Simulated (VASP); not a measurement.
# AlN (P6_3mc) in VASP: notebook, part 2 of 2

VASP 6.6.1. Earlier steps stand in the parts before.

### Step 3. Single point, PBEsol-based screened hybrid with 25 % exact exchange

This run uses another cell than the first one, of 10.25 Å³/atom.

POSCAR reads:

```
AlN
1.0
    3.0941513088      0.0000000000      0.0000000000
   -1.5470756544      2.6796136366      0.0000000000
    0.0000000000      0.0000000000      4.9451074721
Al N
2 2
Direct
    0.6666666667      0.3333333333      0.4988094100
    0.3333333333      0.6666666667     -0.0011905900
    0.6666666667      0.3333333333      0.8811905900
    0.3333333333      0.6666666667      0.3811905900
```

INCAR.step1 reads:

```
SYSTEM = AlN
PREC     = Accurate       ! precision mode
ENCUT    = 520            ! plane-wave cutoff, eV
EDIFF    = 1E-5           ! SCF threshold, eV
ISMEAR   = -1             ! smearing method
SIGMA    = 0.05           ! smearing width, eV
LREAL    = .False.        ! projectors in reciprocal space
LASPH    = .True.         ! aspherical terms in the spheres
NELM     = 100            ! most SCF steps
ALGO     = Normal         ! electronic algorithm
ISIF     = 2              ! what is computed and relaxed
LWAVE    = .True.         ! write WAVECAR
LCHARG   = .False.        ! write CHGCAR
GGA      = PE             ! functional
NBANDS   = 16             ! bands
```

INCAR.step2 reads:

```
SYSTEM = AlN
PREC     = Accurate       ! precision mode
ENCUT    = 520            ! plane-wave cutoff, eV
EDIFF    = 1E-7           ! SCF threshold, eV
ISMEAR   = -1             ! smearing method
SIGMA    = 0.05           ! smearing width, eV
LREAL    = .False.        ! projectors in reciprocal space
LASPH    = .True.         ! aspherical terms in the spheres
NELM     = 100            ! most SCF steps
ALGO     = Normal         ! electronic algorithm
ISIF     = 2              ! what is computed and relaxed
LWAVE    = .False.        ! write WAVECAR
LCHARG   = .False.        ! write CHGCAR
GGA      = PS             ! functional
LHFCALC  = .True.         ! exact exchange
AEXX     = 0.25           ! exact-exchange fraction
HFSCREEN = 0.207          ! screening, 1/A
PRECFOCK = Normal       
ISTART   = 1            
NBANDS   = 16             ! bands
```

KPOINTS reads:

```
Automatic mesh
0
Gamma
  5 5 3
  0 0 0
```

Potentials or basis: VASP PAW PBE potentials, release 64 (Al, N).

Command:

```
cat potpaw_PBE.64/Al/POTCAR potpaw_PBE.64/N/POTCAR > POTCAR
cp INCAR.step1 INCAR
mpirun -np 1 vasp_std > vasp.out
cp INCAR.step2 INCAR
mpirun -np 1 vasp_std > vasp.out
```

OUTCAR:

```text
SYSTEM = AlN
   PREC = Accurate
   ENCUT = 520
   EDIFF = 1E-7
   ISMEAR = -1
   LREAL = .False.
   LASPH = .True.
   NELM = 100
   ISIF = 2
   GGA = PS
   LHFCALC = .True.
   AEXX = 0.25
   HFSCREEN = 0.207
   PRECFOCK = Normal
   ISTART = 1

 ion  position               nearest neighbor table
   1  0.667  0.333  0.499-   4 1.88   4 1.88   4 1.88   3 1.89   2 3.05   2 3.05   2 3.05   2 3.05
                             2 3.05   2 3.05
   2  0.333  0.667  0.999-   3 1.88   3 1.88   3 1.88   4 1.89   1 3.05   1 3.05   1 3.05   1 3.05
[... 387 lines left out ...]
  Direction    XX          YY          ZZ          XY          YZ          ZX
  --------------------------------------------------------------------------------------
  -------------------------------------------------------------------------------------
  Total        0.0391851      0.0391851      0.0639076      0.0000000      0.0000000      0.0000000
  in kB        1.5312340      1.5312340      2.4973179      0.0000000      0.0000000      0.0000000
  external PRESSURE =       1.8532620 kB  Pullay stress =       0.0000000 kB

 VOLUME and BASIS-vectors are now :
 -----------------------------------------------------------------------------
  energy-cutoff  :      520.00
  volume of cell :       41.00
      direct lattice vectors                 reciprocal lattice vectors
     3.094151309  0.000000000  0.000000000     0.323190400  0.186594065  0.000000000
    -1.547075654  2.679613637  0.000000000     0.000000000  0.373188129  0.000000000
     0.000000000  0.000000000  4.945107472     0.000000000  0.000000000  0.202220074

 POSITION                                       TOTAL-FORCE (eV/Angst)
 -----------------------------------------------------------------------------------
      1.54708      0.89320      2.46667         0.000000      0.000000      0.001885
     -0.00000      1.78641      4.93922         0.000000      0.000000      0.001885
      1.54708      0.89320      4.35758        -0.000000     -0.000000     -0.001885
     -0.00000      1.78641      1.88503         0.000000      0.000000     -0.001885
 -----------------------------------------------------------------------------------
    total drift:                                0.000000      0.000000     -0.000656

  FREE ENERGIE OF THE ION-ELECTRON SYSTEM (eV)
  ---------------------------------------------------
  free  energy   TOTEN  =       -35.9970997773 eV

  energy  without entropy=      -35.9970997773  energy(sigma->0) =      -35.99709978
```

OUTCAR.step1:

```text
SYSTEM = AlN
   PREC = Accurate
   ENCUT = 520
   EDIFF = 1E-5
   ISMEAR = -1
   LREAL = .False.
   LASPH = .True.
[... 406 lines left out ...]
     -0.00000      1.78641      4.93922        -0.000000      0.000000     -0.001636
      1.54708      0.89320      4.35758         0.000000      0.000000      0.001636
     -0.00000      1.78641      1.88503        -0.000000      0.000000      0.001636
 -----------------------------------------------------------------------------------
    total drift:                               -0.000000      0.000000     -0.000618

  FREE ENERGIE OF THE ION-ELECTRON SYSTEM (eV)
  ---------------------------------------------------
  free  energy   TOTEN  =       -29.7369294534 eV

  energy  without entropy=      -29.7369294534  energy(sigma->0) =      -29.73692945
```

It took 7.9 min on 1 thread of Oxide Virtual Turin-like, shared host; peak memory 0.22 GiB.

Results:

- Free energy: -35.9971 eV
- Pressure: 0.2 GPa
- Band gap on the k mesh: 5.68 eV

Levels at points of the mesh, in eV from the valence-band top:
| k point | band 6 | band 7 | band 8 | band 9 | band 10 | band 11 |
| --- | --- | --- | --- | --- | --- | --- |
| (0.00, 0.00, 0.00) | -0.27 | -0.27 | 0.00 | 5.68 | 8.20 | 12.55 |

Caveat: the k points lie up to 0.47 Å⁻¹ apart; the PAW data sets were made with another functional, which shifts forces and pressure a little.

### Step 4. Single point, PBEsol-based screened hybrid with 25 % exact exchange

POSCAR reads:

```
AlN
1.0
    3.1130000000      0.0000000000      0.0000000000
   -1.5565000000      2.6959370820      0.0000000000
    0.0000000000      0.0000000000      4.9810000000
Al N
2 2
Direct
    0.6666666667      0.3333333333      0.5000000000
    0.3333333333      0.6666666667      0.0000000000
    0.6666666667      0.3333333333      0.8800000000
    0.3333333333      0.6666666667      0.3800000000
```

INCAR.step1 reads:

```
SYSTEM = AlN
PREC = Accurate
ENCUT = 520
EDIFF = 1E-5
ISMEAR = -1
SIGMA = 0.05
LREAL = .False.
LASPH = .True.
NELM = 80
ALGO = Normal
ISIF = 2
LWAVE = .True.
GGA = PE
NBANDS = 16
```

INCAR.step2 reads:

```
SYSTEM = AlN
PREC = Accurate
ENCUT = 520
EDIFF = 1E-6
ISMEAR = -1
SIGMA = 0.05
LREAL = .False.
LASPH = .True.
NELM = 80
ALGO = Normal
ISIF = 2
LWAVE = .False.
LCHARG = .True.
GGA = PS
LHFCALC = .True.
AEXX = 0.25
HFSCREEN = 0.207
PRECFOCK = Normal
LELF = .True.
LVHAR = .True.
ISTART = 1
NBANDS = 16
```

KPOINTS reads:

```
regular mesh
0
Gamma
  6 6 3
  0 0 0
```

Command:

```
cat potpaw_PBE.64/Al/POTCAR potpaw_PBE.64/N/POTCAR > POTCAR
cp INCAR.step1 INCAR
mpirun -np 1 vasp_std > vasp.out
cp INCAR.step2 INCAR
mpirun -np 1 vasp_std > vasp.out
```

Run time: 7.3 min. Hardware: 1 thread of Oxide Virtual Turin-like, shared host; peak memory 0.22 GiB.

It converged, with:

| Property | Result |
| --- | --- |
| Free energy | -35.9911 eV |
| Pressure | -3.9 GPa |
| Largest force | 0.128 eV/Å |
| Band gap on the k mesh | 5.53 eV |

Forces on the atoms (eV/Å):
```
Al   0.000  0.000 -0.128
Al   0.000  0.000 -0.128
N    0.000  0.000  0.128
N    0.000  0.000  0.128
```

Stress tensor (GPa, compression positive):
```
-4.38  0.00  0.00
 0.00 -4.38  0.00
 0.00  0.00 -2.82
```

Levels at points of the mesh, in eV from the valence-band top:
| k point | band 4 | band 5 | band 6 | band 7 | band 8 | band 9 | band 10 | band 11 | band 12 | band 13 |
| --- | --- | --- | --- | --- | --- | --- | --- | --- | --- | --- |
| (0.00, 0.00, 0.00) | -0.92 | -0.92 | -0.19 | -0.19 | 0.00 | 5.53 | 8.07 | 12.39 | 12.70 | 12.70 |
| (0.50, 0.00, 0.00) | -4.51 | -3.64 | -2.27 | -1.90 | -0.73 | 7.10 | 7.10 | 9.68 | 12.03 | 12.43 |

Caveat: the k points lie up to 0.42 Å⁻¹ apart; the PAW data sets were made with another functional, which shifts forces and pressure a little.

### Step 5. Relaxation of cell and atoms, PBEsol-based screened hybrid with 25 % exact exchange

POSCAR is that of step 4.

INCAR.step1 reads:

```
  PREC = Accurate
  ENCUT = 600
  EDIFF = 1E-5
  ISMEAR = -1
  SIGMA = 0.05
  LREAL = F
  LASPH = T
  NELM = 80
  ALGO = Normal
  LWAVE = T
  LCHARG = F
  GGA = PE
  NBANDS = 16
```

INCAR.step2 reads:

```
  PREC = Accurate
  ENCUT = 600
  EDIFF = 1E-7
  ISMEAR = -1
  SIGMA = 0.05
  LREAL = F
  LASPH = T
  NELM = 80
  ALGO = Normal
  ISIF = 3
  LWAVE = F
  LCHARG = F
  GGA = PS
  LHFCALC = T
  AEXX = 0.25
  HFSCREEN = 0.207
  PRECFOCK = Normal
  IBRION = 2
  NSW = 60
  EDIFFG = -0.01
  ISTART = 1
```

KPOINTS reads:

```
Automatic mesh
0
Gamma
  5 5 3
```

Command:

```
cat potpaw_PBE.64/Al/POTCAR potpaw_PBE.64/N/POTCAR > POTCAR
cp INCAR.step1 INCAR
mpirun -np 1 vasp_std > vasp.out
cp INCAR.step2 INCAR
mpirun -np 1 vasp_std > vasp.out
```

It took 25 min on 1 thread of Oxide Virtual Turin-like, shared host; peak memory 0.25 GiB.

The run converged. Its results:

* Free energy: -35.9982 eV
* Relaxed volume: 10.25 Å³/atom
* Relaxed cell: a = 3.094 Å, b = 3.094 Å, c = 4.945 Å, α = 90.00°, β = 90.00°, γ = 120.00°
* Space group after relaxing (to 0.1 Å): P6_3mc (No. 186)
* Energy gained by relaxing: 2.8 meV/atom
* Ionic steps: 6
* Pressure after relaxing: 0.1 GPa
* Largest force after relaxing: 0.003 eV/Å
* Band gap on the k mesh: 5.67 eV

Forces on the atoms (eV/Å):
```
Al   0.000  0.000  0.003
Al   0.000  0.000  0.003
N    0.000  0.000 -0.003
N    0.000  0.000 -0.003
```

The path:
```
step  energy change (eV)  largest force (eV/Å)  pressure (GPa)  volume (Å³)
   1              0.0000                0.1313           -3.91        41.80
   2              0.0002                0.0846            4.26        40.28
   3             -0.0107                0.0283            0.01        41.03
   4             -0.0107                0.0262            0.09        41.02
   5             -0.0110                0.0122            0.09        41.02
   6             -0.0110                0.0034            0.08        41.01
```

Final structure:
```yaml
crystal:
  lattice:
    - [3.09443, 0.00000, 0.00000]
    - [-1.54722, 2.67986, 0.00000]
    - [0.00000, 0.00000, 4.94548]
  atoms:
    - { symbol: Al, position: [0.66667, 0.33333, 0.49880] }
    - { symbol: Al, position: [0.33333, 0.66667, 0.99880] }
    - { symbol: N, position: [0.66667, 0.33333, 0.88120] }
    - { symbol: N, position: [0.33333, 0.66667, 0.38120] }
```

Levels at points of the mesh, in eV from the valence-band top:
```
           k point  band 5  band 6  band 7  band 8  band 9  band 10  band 11  band 12
(0.00, 0.00, 0.00)   -1.00   -0.27   -0.27    0.00    5.67     8.20    12.55    12.79
```

Caveat: the k points lie up to 0.47 Å⁻¹ apart in the final cell; the PAW data sets were made with another functional, which shifts forces and pressure a little.

### Step 6. The runs side by side

```tsv
task	level	cell	k mesh	cutoff (eV)	share of exact exchange	screening parameter	gap on the mesh (eV)	pressure (GPa)	largest force (eV/Å)
single point	PBE-based screened hybrid with 50 % exact exchange	a = 3.113, b = 3.113, c = 4.981 Å, angles 90.0, 90.0, 120.0°, 4 atoms, atomic positions A	5 × 5 × 3	520	0.5	0.2 1/Å	7.02	-6.9	0.12
single point	PBEsol-based screened hybrid with 25 % exact exchange	a = 3.094, b = 3.094, c = 4.945 Å, angles 90.0, 90.0, 120.0°, 4 atoms, atomic positions B	5 × 5 × 3	520	0.25	0.207 1/Å	5.68	0.2	-
single point	PBEsol-based screened hybrid with 25 % exact exchange	a = 3.113, b = 3.113, c = 4.981 Å, angles 90.0, 90.0, 120.0°, 4 atoms, atomic positions A	6 × 6 × 3	520	0.25	0.207 1/Å	5.53	-3.9	0.13
relaxation of cell and atoms	PBEsol-based screened hybrid with 25 % exact exchange	relaxed from a = 3.113, b = 3.113, c = 4.981 Å, angles 90.0, 90.0, 120.0°, 4 atoms, atomic positions A	5 × 5 × 3	600	0.25	0.207 1/Å	5.67	0.1	-
```

Alike in all rows: potentials or basis VASP PAW PBE potentials, release 64 (Al, N); no spin polarisation; smearing fermi-dirac 0.05 eV.

Caveats: all runs use coarse meshes; the PAW data sets were made with another functional, which shifts forces and pressure a little.

Absolute energies hang on the potentials; compare differences alone.
